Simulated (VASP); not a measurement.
Set up this calculation in VASP 6.6.1, as the native input.

- Task: single point
- Functional: PBE
- Potentials or basis: VASP PAW PBE potentials, release 64 (Os, Bi_d)
- Cutoff: 520 eV
- k mesh: 10 × 10 × 10
- Occupations: gaussian, width 0.05 eV
- Spin: no spin polarisation
- Dipole correction: no
- Further INCAR settings: ALGO = Fast; EDIFF = 1e-06; NBANDS = 18

The structure of BiOs lies in POSCAR:

```
BiOs
1.0
    0.0000000000      2.7958475025      2.7958475025
    2.7958475025      0.0000000000      2.7958475025
    2.7958475025      2.7958475025      0.0000000000
Os Bi
1 1
Direct
    0.5000000000      0.5000000000      0.5000000000
    0.0000000000      0.0000000000      0.0000000000
```

One way to write it, as run:

INCAR

```
SYSTEM = BiOs
PREC     = Accurate       ! precision mode
ENCUT    = 520            ! plane-wave cutoff, eV
EDIFF    = 1E-6           ! SCF threshold, eV
ISMEAR   = 0              ! smearing method
SIGMA    = 0.05           ! smearing width, eV
LREAL    = .FALSE.        ! projectors in reciprocal space
LASPH    = .TRUE.         ! aspherical terms in the spheres
NELM     = 60             ! most SCF steps
ALGO     = Fast           ! electronic algorithm
ISIF     = 2              ! what is computed and relaxed
LWAVE    = .FALSE.        ! write WAVECAR
LCHARG   = .FALSE.        ! write CHGCAR
GGA      = PE             ! functional
NBANDS   = 18             ! bands
```

KPOINTS

```
regular mesh
0
G
  10 10 10
  0 0 0
```

Potentials or basis: VASP PAW PBE potentials, release 64 (Os, Bi_d).

Launch:

```sh
$ cat potpaw_PBE.64/Os/POTCAR potpaw_PBE.64/Bi_d/POTCAR > POTCAR
$ mpirun -np 1 vasp_std > vasp.out
```

Results of the run:

```
Pressure               : 0.1 GPa
Band gap on the k mesh : zero (an odd number of electrons rules out a gap without spin polarisation)
```

Caveat: spin-orbit coupling is left out, which moves the levels of the heavy elements.

Run time: 69 s on 1 thread of Intel Xeon 8259CL (shared host), peak memory 0.19 GiB.
